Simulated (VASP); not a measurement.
# GeW4 (Im-3m) in VASP: single point with PBE

Aim: the single point of GeW4 with PBE.

Program: VASP 6.6.1. These are calculated values, not measurements. Logs are shortened: lines on timing, memory, paths and dates and some standing lists are left out, and cuts for length are marked.

## Step 1: The cell of the first run

It takes space group Im-3m (No. 229, cubic). The conventional cell has a = 5.728 Å, b = 5.728 Å, c = 5.728 Å, α = 90.00°, β = 90.00°, γ = 90.00°. Ge (site symmetry m-3m) has 8 W at 2.48 Å within 3.3 Å. W (site symmetry -3m) has 2 Ge at 2.48 Å and 6 W at 2.86 Å within 3.3 Å.

## Step 2: Single point, PBE

Input file POSCAR:

```
GeW4
1.0
   -2.8640786458      2.8640786458      2.8640786458
    2.8640786458     -2.8640786458      2.8640786458
    2.8640786458      2.8640786458     -2.8640786458
Ge W
1 4
Direct
    0.0000000000      0.0000000000      0.0000000000
    0.5000000000      0.5000000000      0.5000000000
    0.5000000000      0.0000000000      0.0000000000
    0.0000000000      0.0000000000      0.5000000000
    0.0000000000      0.5000000000      0.0000000000
```

Input file INCAR.step1:

```
  ALGO = Fast
  EDIFF = 1E-6
  ENCUT = 520
  GGA = PE
  ISIF = 2
  ISMEAR = 0
  LASPH = True
  LCHARG = True
  LMAXMIX = 4
  LREAL = False
  LWAVE = False
  NBANDS = 43
  NELM = 80
  PREC = Accurate
  SIGMA = 0.1
```

Input file KPOINTS.step1:

```
k-points
0
Gamma
  10 10 10
```

Input file INCAR.step2:

```
  ALGO = Fast
  EDIFF = 1E-6
  ENCUT = 520
  GGA = PE
  ICHARG = 11
  ISIF = 2
  ISMEAR = -5
  LASPH = True
  LCHARG = False
  LMAXMIX = 4
  LORBIT = 11
  LREAL = False
  LWAVE = False
  NBANDS = 43
  NEDOS = 1001
  NELM = 80
  PREC = Accurate
  SIGMA = 0.1
```

Input file KPOINTS.step2:

```
k-points
0
Gamma
  15 15 15
```

Potentials or basis: VASP PAW PBE potentials, release 64 (Ge_d, W_sv).

Run with:

```sh
cat potpaw_PBE.64/Ge_d/POTCAR potpaw_PBE.64/W_sv/POTCAR > POTCAR
cp INCAR.step1 INCAR
cp KPOINTS.step1 KPOINTS
mpirun -np 1 vasp_std > vasp.out
cp INCAR.step2 INCAR
cp KPOINTS.step2 KPOINTS
mpirun -np 1 vasp_std > vasp.out
```

OUTCAR:

```text
EDIFF = 1E-6
   ENCUT = 520
   GGA = PE
   ICHARG = 11
   ISIF = 2
   ISMEAR = -5
   LASPH = True
   LORBIT = 11
   LREAL = False
   NELM = 80
   PREC = Accurate

 ion  position               nearest neighbor table
   1  0.000  0.000  0.000-   2 2.48   3 2.48   4 2.48   5 2.48   4 2.48   5 2.48   3 2.48   2 2.48

   2  0.500  0.500  0.500-   1 2.48   1 2.48   4 2.86   5 2.86   3 2.86   5 2.86   4 2.86   3 2.86

   3  0.500  0.000  0.000-   1 2.48   1 2.48   4 2.86   5 2.86   2 2.86   2 2.86   4 2.86   5 2.86

   4  0.000  0.000  0.500-   1 2.48   1 2.48   3 2.86   5 2.86   2 2.86   5 2.86   3 2.86   2 2.86

   5  0.000  0.500  0.000-   1 2.48   1 2.48   3 2.86   4 2.86   2 2.86   4 2.86   2 2.86   3 2.86

  LATTYP: Found a body centered cubic cell.
 ALAT       =     5.7281572916

  Lattice vectors:

 A1 = (  -2.8640786458,   2.8640786458,   2.8640786458)
 A2 = (   2.8640786458,  -2.8640786458,   2.8640786458)
 A3 = (   2.8640786458,   2.8640786458,  -2.8640786458)

Analysis of symmetry for initial positions (statically):
=====================================================================
 Subroutine PRICEL returns:
 Original cell was already a primitive cell.

 Routine SETGRP: Setting up the symmetry group for a
 body centered cubic supercell.

 Subroutine GETGRP returns: Found 48 space group operations
 (whereof 48 operations were pure point group operations)
 out of a pool of 48 trial point group operations.

The static configuration has the point symmetry O_h .

Analysis of symmetry for dynamics (positions and initial velocities):
=====================================================================
 Subroutine PRICEL returns:
 Original cell was already a primitive cell.

 Routine SETGRP: Setting up the symmetry group for a
 body centered cubic supercell.

 Subroutine GETGRP returns: Found 48 space group operations
 (whereof 48 operations were pure point group operations)
 out of a pool of 48 trial point group operations.

The dynamic configuration has the point symmetry O_h .

 Subroutine INISYM returns: Found 48 space group operations
 (whereof 48 operations are pure point group operations),
 and found     1 'primitive' translations

----------------------------------------------------------------------------------------

                                     Primitive cell

  volume of cell :      93.9755

  direct lattice vectors                    reciprocal lattice vectors
    -2.864078646  2.864078646  2.864078646     0.000000000  0.174576212  0.174576212
     2.864078646 -2.864078646  2.864078646     0.174576212  0.000000000  0.174576212
     2.864078646  2.864078646 -2.864078646     0.174576212  0.174576212  0.000000000

  length of vectors
     4.960729731  4.960729731  4.960729731     0.246888046  0.246888046  0.246888046

  position of ions in fractional coordinates (direct lattice)
     0.000000000  0.000000000  0.000000000
     0.500000000  0.500000000  0.500000000
     0.500000000  0.000000000  0.000000000
     0.000000000  0.000000000  0.500000000
     0.000000000  0.500000000  0.000000000

  ion indices of the primitive-cell ions
   primitive index   ion index
                 1           1
                 2           2
                 3           3
                 4           4
                 5           5

----------------------------------------------------------------------------------------

 KPOINTS: k-points

Automatic generation of k-mesh.
 Grid dimensions read from file:
 generate k-points for:   15   15   15

 Generating k-lattice:

  Cartesian coordinates                     Fractional coordinates (reciprocal lattice)
     0.000000000  0.011638414  0.011638414     0.066666667  0.000000000  0.000000000
     0.011638414  0.000000000  0.011638414     0.000000000  0.066666667  0.000000000
     0.011638414  0.011638414  0.000000000     0.000000000  0.000000000  0.066666667

  Length of vectors
     0.016459203  0.016459203  0.016459203

  Shift w.r.t. Gamma in fractional coordinates (k-lattice)
     0.000000000  0.000000000  0.000000000

 TETIRR: Found   3891 inequivalent tetrahedra from    20250

 Subroutine IBZKPT returns following result:
 ===========================================

 Found    120 irreducible k-points:

 Following reciprocal coordinates:
            Coordinates               Weight
  0.000000  0.000000  0.000000      1.000000
  0.066667  0.000000  0.000000     12.000000
  0.133333  0.000000  0.000000     12.000000
  0.200000  0.000000  0.000000     12.000000
  0.266667  0.000000  0.000000     12.000000
  0.333333  0.000000  0.000000     12.000000
[... 16 lines left out ...]
  0.333333  0.200000  0.000000     48.000000
  0.400000  0.200000  0.000000     24.000000
 [... further k-points ...]
   k-points           NKPTS =    120   k-points in BZ     NKDIM =    120   number of bands    NBANDS=     43
   number of dos      NEDOS =   1001   number of ions     NIONS =      5
   total plane-waves  NPLWV =  64000
   dimension x,y,z NGX =    40 NGY =   40 NGZ =   40
   dimension x,y,z NGXF=    80 NGYF=   80 NGZF=   80
   ions per type =               1   4
   NGX,Y,Z   is equivalent  to a cutoff of  13.40, 13.40, 13.40 a.u.
   NGXF,Y,Z  is equivalent  to a cutoff of  26.81, 26.81, 26.81 a.u.
 SYSTEM =  unknown system
   PREC   = accura    normal or accurate (medium, high low for compatibility)
   ISTART =      0    job   : 0-new  1-cont  2-samecut
   ICHARG =     11    charge: 1-file 2-atom 10-const
   ISPIN  =      1    spin polarized calculation?
   LNONCOLLINEAR =      F non collinear calculations
   LSORBIT =      F    spin-orbit coupling
   LASPH  =      T    aspherical Exc in radial PAW
   ENCUT  =  520.0 eV  38.22 Ry    6.18 a.u.   9.22  9.22  9.22*2*pi/ulx,y,z
   NELM   =     80;   NELMIN=  2; NELMDL=  0     # of ELM steps
   EDIFF  = 0.1E-05   stopping-criterion for ELM
   LREAL  =      F    real-space projection
   EDIFFG = 0.1E-04   stopping-criterion for IOM
   NSW    =      0    number of steps for IOM
   IBRION =     -1    ionic relax: 0-MD 1-quasi-New 2-CG
   NFREE  =      0    steps in history (QN), initial steepest desc. (CG)
   ISIF   =      2    stress and relaxation
   ISYM   =      2    0-nonsym 1-usesym 2-fastsym
   POTIM  = 0.5000    time-step for ionic-motion
   TEBEG  =    0.0;   TEEND  =   0.0 temperature during run
   PSTRESS=    0.0 pullay stress
   NELECT =      70.0000    total number of electrons
   NUPDOWN=      -1.0000    fix difference up-down
   EMIN   =  10.00;   EMAX   =-10.00  energy-range for DOS
   EFERMI =   0.00;   METHOD = LEGACY
   ISMEAR =    -5;   SIGMA  =   0.10  broadening in eV -4-tet -1-fermi 0-gaus
   EFERMI_NEDOS =   21; number of points for ismear=-14 and -15
   IALGO  =     68    algorithm
   IMIX   =      4    mixing-type and parameters
     AMIX     =   0.40;   BMIX     =  1.00
     AMIX_MAG =   1.60;   BMIX_MAG =  1.00
  volume/ion in A,a.u.               =      18.80       126.84
  Fermi-wavevector in a.u.,A,eV,Ry     =   1.484007  2.804366 29.963789  2.202276
  Thomas-Fermi vector in A             =   2.597597
   LORBIT       =     11    0 simple, 1 ext, 2 COOP (PROOUT), +10 PAW based schemes
   GGA     = PE    functional components
   LHFCALC =     F    Hartree Fock is set to
   AEXX    =    0.0000 exact exchange contribution
   IVDW    =     0    specifies the selected vdW correction
   LEPSILON=     F    determine dielectric tensor
   LRPA    =     F    only Hartree local field effects (RPA)
 non-spin polarized calculation
 RMM-DIIS sequential band-by-band and
 Fermi weights with tetrahedron method with Bloechl corrections
  energy-cutoff  :      520.00
  volume of cell :       93.98
 maximum number of plane-waves:      2552
 NGX is ok and might be reduce to    40

 number of electron      70.0000001 magnetization

 Free energy of the ion-electron system (eV)
  ---------------------------------------------------
  ext. energy  EPLUGINS =         0.00000000
  ---------------------------------------------------
  free energy    TOTEN  =       -48.65420390 eV

  energy without entropy =      -48.65420390  energy(sigma->0) =      -48.65420390

 E-fermi :   8.4495     XC(G=0): -12.2402

 val. band max:        8.4762783372   @ k =  -0.2667   0.4000   0.1333
 cond. band min:       8.4025592526   @ k =   0.3333   0.2000   0.1333
 fundamental gap:     -0.0737190847
 Fermi energy:         8.4494732429

 k-point     1 :       0.0000    0.0000    0.0000
  band No.  band energies     occupation
      1     -65.7580      2.00000
      2     -65.6909      2.00000
      3     -65.6909      2.00000
      4     -65.6909      2.00000
      5     -30.2640      2.00000
      6     -30.2640      2.00000
[... 35 lines left out ...]
     42      11.5898      0.00000
     43      11.9583      0.00000

 k-point     2 :       0.0667    0.0000    0.0000
  band No.  band energies     occupation
      1     -65.7573      2.00000
      2     -65.6916      2.00000
      3     -65.6909      2.00000
      4     -65.6909      2.00000
      5     -30.2621      2.00000
      6     -30.2614      2.00000
[... 35 lines left out ...]
     42      11.4838      0.00000
     43      11.8123      0.00000

 k-point     3 :       0.1333    0.0000    0.0000
  band No.  band energies     occupation
      1     -65.7551      2.00000
      2     -65.6938      2.00000
      3     -65.6909      2.00000
      4     -65.6909      2.00000
      5     -30.2570      2.00000
      6     -30.2545      2.00000
[... 919 lines left out ...]
      6     -30.1506      2.00000
[... 35 lines left out ...]
     42      10.3114      0.00000
     43      10.5733      0.00000

 k-point    24 :       0.4000    0.2000    0.0000
  band No.  band energies     occupation
      1     -65.7212      2.00000
      2     -65.7211      2.00000
      3     -65.7044      2.00000
      4     -65.6840      2.00000
      5     -30.2244      2.00000
      6     -30.1495      2.00000
[... 35 lines left out ...]
     42      10.0461      0.00000
     43      10.4283      0.00000

 [... further k-points ...]

------------------------ aborting loop because EDIFF is reached ----------------------------------------

  FORCE on cell =-STRESS in cart. coord.  units (eV):
  Direction    XX          YY          ZZ          XY          YZ          ZX
  --------------------------------------------------------------------------------------
  -------------------------------------------------------------------------------------
  Total       -0.0647668     -0.0647668     -0.0647668      0.0000000     -0.0000000     -0.0000000
  in kB       -1.1042008     -1.1042008     -1.1042008      0.0000000     -0.0000000     -0.0000000
  external PRESSURE =      -1.1042008 kB  Pullay stress =       0.0000000 kB

 VOLUME and BASIS-vectors are now :
 -----------------------------------------------------------------------------
  energy-cutoff  :      520.00
  volume of cell :       93.98
      direct lattice vectors                 reciprocal lattice vectors
    -2.864078646  2.864078646  2.864078646     0.000000000  0.174576212  0.174576212
     2.864078646 -2.864078646  2.864078646     0.174576212  0.000000000  0.174576212
     2.864078646  2.864078646 -2.864078646     0.174576212  0.174576212  0.000000000

 POSITION                                       TOTAL-FORCE (eV/Angst)
 -----------------------------------------------------------------------------------
      0.00000      0.00000      0.00000         0.000000     -0.000000     -0.000000
      1.43204      1.43204      1.43204        -0.000000      0.000000      0.000000
     -1.43204      1.43204      1.43204         0.000000      0.000000     -0.000000
      1.43204      1.43204     -1.43204        -0.000000      0.000000     -0.000000
      1.43204     -1.43204      1.43204         0.000000     -0.000000     -0.000000
 -----------------------------------------------------------------------------------
    total drift:                                0.000000     -0.000000      0.000000

  FREE ENERGIE OF THE ION-ELECTRON SYSTEM (eV)
  ---------------------------------------------------
  free  energy   TOTEN  =       -48.6542038952 eV

  energy  without entropy=      -48.6542038952  energy(sigma->0) =      -48.65420390

 total charge

# of ion       s       p       d       tot
------------------------------------------
    1        1.133   1.680  10.207  13.021
    2        2.388   6.219   3.331  11.938
    3        2.388   6.219   3.331  11.938
    4        2.388   6.219   3.331  11.938
    5        2.388   6.219   3.331  11.938
--------------------------------------------------
tot         10.687  26.556  23.530  60.773
```

Run time: 15 min. Hardware: 1 thread of Intel Xeon 6975P-C (Granite Rapids), shared host; peak memory 0.5 GiB.

What came out:

- Valence electrons inside the program's atomic spheres: Ge 13.02; W 11.94

Caveat: spin-orbit coupling is left out, which moves the levels of the heavy elements.
